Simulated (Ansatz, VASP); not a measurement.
**One calculation of Be3Te2O, two programs**

```
Be Te O
1.0
     3.75340    0.00000    0.00000
    -1.87670    3.25054    0.00000
     0.00000    0.00000    7.27324
Be Te O
3 2 1
Direct
  0.66667 0.33333 0.41466
  0.33333 0.66667 0.58534
  0.00000 0.00000 0.50000
  0.66667 0.33333 0.78119
  0.33333 0.66667 0.21881
  0.00000 0.00000 0.00000
```

Change from the starting cell: species swapped into the Li3YBi2 type (P-3m1, No. 164).

Alike in both runs: functional PBE; k mesh 3 × 3 × 2; occupations gaussian, width 0.15 eV; no spin polarisation.

Ansatz relaxed the structure, and its values are those at the end. VASP's run is a single point on that final structure, the one shown.

|  | VASP | Ansatz |
| --- | --- | --- |
| version | VASP 6.6.1 | Ansatz 0.2.0 |
| potentials or method | VASP PAW PBE potentials, release 64 (Be, Te, O), cutoff 600 eV | scalar-relativistic, plane waves, PAW |
| valence electrons in the cell | 24 | 44 |

Ansatz gave:

```
gap on the k mesh at the Fermi level (eV) : none
pressure (GPa)                            : 0.3
rms of the force components (eV/Å)        : 0.019
```

Q: What did VASP give for the same quantities?

A: gap on the k mesh at the Fermi level (eV): none; pressure (GPa): 0.3; rms of the force components (eV/Å): 0.008.

A gap of «none» marks a metal or a gap that the smearing closes. VASP's potentials hold 24 valence electrons a cell and Ansatz's 44, so a difference there can come from the potentials and not from the codes.

The k mesh is coarse, so the values compare programs but aren't converged. Neither program's run includes spin-orbit coupling.
